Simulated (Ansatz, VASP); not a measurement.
**AlB3P4: VASP beside Ansatz**

```
Al B P
1.0
     3.33749    0.00000    0.00000
    -1.66874    2.89035    0.00000
     0.00000    0.00000   11.40613
Al B P
1 3 4
Direct
  0.66667 0.33333 0.75438
  0.66667 0.33333 0.25181
  0.33333 0.66667 0.01988
  0.33333 0.66667 0.48243
  0.66667 0.33333 0.42682
  0.66667 0.33333 0.96375
  0.33333 0.66667 0.19520
  0.33333 0.66667 0.65572
```

Alike in both runs: functional PBE; k mesh 12 × 12 × 4; occupations gaussian, width 0.1 eV; no spin polarisation.

Ansatz relaxed the structure, and its values are those at the end. VASP's run is a single point on that final structure, the one shown.

|  | VASP | Ansatz |
| --- | --- | --- |
| version | VASP 6.6.1 | Ansatz 0.2.0 |
| potentials or method | VASP PAW PBE potentials, release 64 (Al, B, P), cutoff 520 eV | scalar-relativistic, plane waves, PAW |
| valence electrons in the cell | 32 | 32 |

```tsv
	VASP	Ansatz	Ansatz less VASP
gap on the k mesh at the Fermi level (eV)	none	none	-
pressure (GPa)	-0.2	0.0	+0.17
rms of the force components (eV/Å)	0.004	0.002	-0.0021
```

A gap of «none» marks a metal or a gap that the smearing closes.
